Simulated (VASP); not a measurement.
# Ge (I4/mmm) in VASP: notebook, part 2 of 2

VASP 6.6.1. Earlier steps stand in the parts before.

### 3 Single point, PBE+D3(BJ) (strain -0.0150 x Voigt [1, 1, 0, 0, 0, 0])

Contents of INCAR:

```
SYSTEM = Ge
PREC = Accurate
ENCUT = 520
EDIFF = 1E-7
ISMEAR = 0
SIGMA = 0.15
LREAL = .False.
LASPH = .True.
NELM = 80
ALGO = Normal
ISIF = 2
LWAVE = .False.
LCHARG = .True.
GGA = PE
IVDW = 12
LELF = .True.
LVHAR = .True.
NBANDS = 13
```

Contents of KPOINTS:

```
regular mesh
0
Gamma
  20 20 20
  0 0 0
```

Contents of POSCAR:

```
Ge
1.0
    0.0000000000      2.0668851171      2.0983605250
    2.0668851171      0.0000000000      2.0983605250
    2.0668851171      2.0668851171      0.0000000000
Ge
1
Direct
    0.0000000000      0.0000000000      0.0000000000
```

Potentials or basis: VASP PAW PBE potentials, release 64 (Ge_d).

The run is started by

```
> cat potpaw_PBE.64/Ge_d/POTCAR > POTCAR
> mpirun -np 1 vasp_std > vasp.out
```

It took 2.8 min on 1 thread of AMD EPYC 7R13 (Zen 3), shared host; peak memory 0.23 GiB.

It converged, with:

| Property | Result |
| --- | --- |
| Free energy | -4.5251 eV |
| Pressure | 3.2 GPa |
| Band gap on the k mesh | zero (band 7 reaches 16.87 eV, above the bottom of band 8 at 4.75 eV) |
| Dispersion energy per atom | -0.369 eV |

Stress tensor (GPa, compression positive):
```
3.13 0.00 0.00
0.00 3.13 0.00
0.00 0.00 3.37
```

Levels at points of the mesh, in eV from the Fermi level:
```
           k point  band 4  band 5  band 6  band 7  band 8  band 9  band 10  band 11
(0.00, 0.00, 0.00)  -24.77  -24.76  -13.69    9.43    9.43    9.45    14.27    14.39
(0.50, 0.00, 0.00)  -24.71  -24.71   -8.06   -5.93    7.05    7.37    12.48    12.97
(0.50, 0.50, 0.00)  -24.70  -24.70   -5.77   -4.71    2.85    2.85     6.75     6.83
(0.50, 0.00, 0.50)  -24.70  -24.69   -5.47   -4.54    2.53    2.67     6.46     6.64
```

Caveat: the cell differs from its parent crystal (strain -0.0150 x Voigt [1, 1, 0, 0, 0, 0]); pairwise dispersion overbinds metals, which lowers pressure and volume.

### 4 Single point, PBE+D3(BJ) (strain -0.0100 x Voigt [1, 1, 0, 0, 0, 0])

Contents of INCAR:

```
PREC = Accurate
ENCUT = 520
EDIFF = 1E-6
ISMEAR = 0
SIGMA = 0.15
LREAL = False
LASPH = True
NELM = 80
ALGO = Normal
ISIF = 2
LWAVE = False
LCHARG = False
GGA = PE
IVDW = 12
NBANDS = 13
```

Contents of KPOINTS:

```
regular mesh
0
Gamma
  20 20 20
```

Contents of POSCAR:

```
Ge
1.0
    0.0000000000      2.0773769198      2.0983605250
    2.0773769198      0.0000000000      2.0983605250
    2.0773769198      2.0773769198      0.0000000000
Ge
1
Direct
    0.0000000000      0.0000000000      0.0000000000
```

Potentials or basis: VASP PAW PBE potentials, release 64 (Ge_d).

The run is started by

```
> cat potpaw_PBE.64/Ge_d/POTCAR > POTCAR
> mpirun -np 1 vasp_std > vasp.out
```

OUTCAR:

```text
PREC = Accurate
   ENCUT = 520
   EDIFF = 1E-6
   ISMEAR = 0
   LREAL = False
   LASPH = True
   NELM = 80
   ISIF = 2
   GGA = PE
   IVDW = 12
 IVDW          = 12

 ion  position               nearest neighbor table
   1  0.000  0.000  0.000-

  LATTYP: Found a body centered tetragonal cell.
 ALAT       =     2.9378546141
 C/A-ratio  =     1.4284985478

  Lattice vectors:

 A1 = (  -2.0773769198,   0.0000000000,   2.0983605250)
 A2 = (   2.0773769198,   0.0000000000,   2.0983605250)
[... 563 lines left out ...]
     12      20.7912      0.00000
     13      23.2926      0.00000

 [... further k-points ...]

------------------------ aborting loop because EDIFF is reached ----------------------------------------

 Edisp (eV)   -0.36527

 E8    (eV) :    -0.1613

  FORCE on cell =-STRESS in cart. coord.  units (eV):
  Direction    XX          YY          ZZ          XY          YZ          ZX
  --------------------------------------------------------------------------------------
  -------------------------------------------------------------------------------------
  Total       0.25155     0.25155     0.26389     0.00000     0.00000    -0.00000
  in kB      22.25329    22.25329    23.34457     0.00000     0.00000    -0.00000
  external pressure =       22.62 kB  Pullay stress =        0.00 kB

 VOLUME and BASIS-vectors are now :
 -----------------------------------------------------------------------------
  energy-cutoff  :      520.00
  volume of cell :       18.11
      direct lattice vectors                 reciprocal lattice vectors
     0.000000000  2.077376920  2.098360525    -0.240688146  0.240688146  0.238281265
     2.077376920  0.000000000  2.098360525     0.240688146 -0.240688146  0.238281265
     2.077376920  2.077376920  0.000000000     0.240688146  0.240688146 -0.238281265

 POSITION                                       TOTAL-FORCE (eV/Angst)
 -----------------------------------------------------------------------------------
      0.00000      0.00000      0.00000        -0.000000      0.000000      0.000000
 -----------------------------------------------------------------------------------
    total drift:                               -0.000000     -0.000000      0.000000

  FREE ENERGIE OF THE ION-ELECTRON SYSTEM (eV)
  ---------------------------------------------------
  free  energy   TOTEN  =        -4.5283010517 eV

  energy  without entropy=       -4.5221823286  energy(sigma->0) =       -4.52524169
```

It took 2.3 min on 1 thread of AMD EPYC 7R13 (Zen 3), shared host; peak memory 0.23 GiB.

Results:

```yaml
Free_energy: -4.5283 eV
Pressure: 2.3 GPa
Band_gap_on_the_k_mesh: zero (band 7 reaches 16.65 eV, above the bottom of band 8 at 4.70 eV)
Dispersion_energy_per_atom: -0.365 eV
```

Caveat: the cell differs from its parent crystal (strain -0.0100 x Voigt [1, 1, 0, 0, 0, 0]); pairwise dispersion overbinds metals, which lowers pressure and volume.

### 5 Single point, PBE+D3(BJ) (strain +0.0050 x Voigt [1, 1, 0, 0, 0, 0])

Contents of INCAR:

```
SYSTEM = Ge
  PREC = Accurate
  ENCUT = 520
  EDIFF = 1E-7
  ISMEAR = 0
  SIGMA = 0.15
  LREAL = .False.
  LASPH = .True.
  NELM = 60
  ALGO = Normal
  ISIF = 2
  LWAVE = .False.
  LCHARG = .True.
  GGA = PE
  IVDW = 12
  LELF = .True.
  LVHAR = .True.
  NBANDS = 13
```

Contents of KPOINTS:

```
Automatic mesh
0
Gamma
  20 20 20
  0 0 0
```

Contents of POSCAR:

```
Ge
1.0
    0.0000000000      2.1088523276      2.0983605250
    2.1088523276      0.0000000000      2.0983605250
    2.1088523276      2.1088523276      0.0000000000
Ge
1
Direct
    0.0000000000      0.0000000000      0.0000000000
```

The run is started by

```
> cat potpaw_PBE.64/Ge_d/POTCAR > POTCAR
> mpirun -np 1 vasp_std > vasp.out
```

Wall time 2.7 min (1 thread of AMD EPYC 7R13 (Zen 3), shared host); peak memory 0.23 GiB.

Results (log left out):

```
Free energy                : -4.5328 eV
Pressure                   : 0.2 GPa
Band gap on the k mesh     : zero (band 7 reaches 16.02 eV, above the bottom of band 8 at 4.50 eV)
Dispersion energy per atom : -0.354 eV
```

Levels at points of the mesh, in eV from the Fermi level:
```csv
k point,band 5,band 6,band 7,band 8,band 9,band 10
"(0.00, 0.00, 0.00)",-24.75,-13.34,9.03,9.03,9.03,14.06
"(0.50, 0.00, 0.00)",-24.70,-7.98,-5.68,6.87,6.97,12.22
"(0.50, 0.50, 0.00)",-24.69,-5.56,-4.36,2.55,2.55,6.34
"(0.50, 0.00, 0.50)",-24.69,-5.65,-4.42,2.61,2.65,6.44
```

Caveat: the cell differs from its parent crystal (strain +0.0050 x Voigt [1, 1, 0, 0, 0, 0]); pairwise dispersion overbinds metals, which lowers pressure and volume.

### 6 Single point, PBE+D3(BJ) (strain +0.0150 x Voigt [1, 1, 0, 0, 0, 0])

Contents of INCAR:

```
SYSTEM = Ge
PREC = Accurate ; ENCUT = 520
EDIFF = 1E-7 ; ISMEAR = 0
SIGMA = 0.15 ; LREAL = .FALSE.
LASPH = .TRUE. ; NELM = 80
ALGO = Normal ; ISIF = 2
LWAVE = .FALSE. ; LCHARG = .FALSE.
GGA = PE ; IVDW = 12
NBANDS = 13
```

Contents of KPOINTS:

```
Automatic mesh
0
G
  20 20 20
  0 0 0
```

Contents of POSCAR:

```
Ge
1.0
    0.0000000000      2.1298359329      2.0983605250
    2.1298359329      0.0000000000      2.0983605250
    2.1298359329      2.1298359329      0.0000000000
Ge
1
Direct
    0.0000000000      0.0000000000      0.0000000000
```

Potentials or basis: VASP PAW PBE potentials, release 64 (Ge_d).

The run is started by

```
> cat potpaw_PBE.64/Ge_d/POTCAR > POTCAR
> mpirun -np 1 vasp_std > vasp.out
```

It took 3 min on 1 thread of AMD EPYC 7R13 (Zen 3), shared host; peak memory 0.24 GiB.

The run converged. Its results:

| Quantity | Value |
| --- | --- |
| Free energy | -4.5319 eV |
| Pressure | -1.1 GPa |
| Band gap on the k mesh | zero (band 7 reaches 15.60 eV, above the bottom of band 8 at 4.30 eV) |
| Dispersion energy per atom | -0.347 eV |

Stress tensor (GPa, compression positive):
```
-1.01  0.00  0.00
 0.00 -1.01  0.00
 0.00  0.00 -1.24
```

Levels at points of the mesh, in eV from the Fermi level:
```tsv
k point	band 4	band 5	band 6	band 7	band 8	band 9	band 10	band 11
(0.00, 0.00, 0.00)	-24.75	-24.74	-13.17	8.83	8.84	8.84	13.91	13.91
(0.50, 0.00, 0.00)	-24.70	-24.70	-7.94	-5.56	6.64	6.92	11.97	12.46
(0.50, 0.50, 0.00)	-24.69	-24.69	-5.47	-4.19	2.41	2.41	6.16	6.52
(0.50, 0.00, 0.50)	-24.69	-24.69	-5.73	-4.36	2.58	2.71	6.43	6.70
```

Caveat: the cell differs from its parent crystal (strain +0.0150 x Voigt [1, 1, 0, 0, 0, 0]); pairwise dispersion overbinds metals, which lowers pressure and volume.

### 7 Single point, PBE+D3(BJ) (strain +0.0200 x Voigt [1, 1, 0, 0, 0, 0])

Contents of INCAR:

```
SYSTEM = Ge
  PREC = Accurate
  ENCUT = 520
  EDIFF = 1E-7
  ISMEAR = 0
  SIGMA = 0.15
  LREAL = .False.
  LASPH = .True.
  NELM = 60
  ALGO = Normal
  ISIF = 2
  LWAVE = .False.
  LCHARG = .False.
  GGA = PE
  IVDW = 12
  NBANDS = 13
```

Contents of KPOINTS:

```
regular mesh
0
Gamma
  20 20 20
  0 0 0
```

Contents of POSCAR:

```
Ge
1.0
    0.0000000000      2.1403277355      2.0983605250
    2.1403277355      0.0000000000      2.0983605250
    2.1403277355      2.1403277355      0.0000000000
Ge
1
Direct
    0.0000000000      0.0000000000      0.0000000000
```

The run is started by

```
> cat potpaw_PBE.64/Ge_d/POTCAR > POTCAR
> mpirun -np 1 vasp_std > vasp.out
```

It took 2.4 min on 1 thread of AMD EPYC 7R13 (Zen 3), shared host; peak memory 0.24 GiB.

It converged, with:

| Property | Result |
| --- | --- |
| Free energy | -4.5304 eV |
| Pressure | -1.7 GPa |
| Band gap on the k mesh | zero (band 7 reaches 15.40 eV, above the bottom of band 8 at 4.21 eV) |
| Dispersion energy per atom | -0.344 eV |

Stress tensor (GPa, compression positive):
```
-1.55  0.00  0.00
 0.00 -1.55  0.00
 0.00  0.00 -1.92
```

Levels at points of the mesh, in eV from the Fermi level:
```csv
k point,band 3,band 4,band 5,band 6,band 7,band 8,band 9,band 10,band 11,band 12
"(0.00, 0.00, 0.00)",-24.79,-24.75,-24.74,-13.09,8.73,8.75,8.75,13.83,13.83,13.99
"(0.50, 0.00, 0.00)",-24.78,-24.70,-24.70,-7.92,-5.50,6.52,6.89,11.84,12.36,12.88
"(0.50, 0.50, 0.00)",-24.71,-24.69,-24.69,-5.42,-4.11,2.35,2.35,6.07,6.47,27.61
"(0.50, 0.00, 0.50)",-24.70,-24.69,-24.69,-5.77,-4.33,2.57,2.74,6.42,6.71,27.19
```

Caveat: the cell differs from its parent crystal (strain +0.0200 x Voigt [1, 1, 0, 0, 0, 0]); pairwise dispersion overbinds metals, which lowers pressure and volume.

### 8 Overview

| cell | gap on the mesh (eV) | pressure (GPa) |
| --- | --- | --- |
| a = 2.938, b = 2.938, c = 2.908 Å, angles 60.3, 60.3, 59.3°, 1 atom | none | 4.0 |
| a = 2.945, b = 2.945, c = 2.923 Å, angles 60.3, 60.3, 59.5°, 1 atom | none | 3.2 |
| a = 2.953, b = 2.953, c = 2.938 Å, angles 60.2, 60.2, 59.7°, 1 atom | none | 2.3 |
| a = 2.975, b = 2.975, c = 2.982 Å, angles 59.9, 59.9, 60.2°, 1 atom | none | 0.2 |
| a = 2.990, b = 2.990, c = 3.012 Å, angles 59.8, 59.8, 60.5°, 1 atom | none | -1.1 |
| a = 2.997, b = 2.997, c = 3.027 Å, angles 59.7, 59.7, 60.7°, 1 atom | none | -1.7 |

Alike in all rows: task single point; level PBE+D3(BJ); potentials or basis VASP PAW PBE potentials, release 64 (Ge_d); no spin polarisation; k mesh 20 × 20 × 20; cutoff (eV) 520; smearing gaussian 0.15 eV.

Caveats: pairwise dispersion overbinds metals, which lowers pressure and volume.

Absolute energies hang on the potentials; compare differences alone.
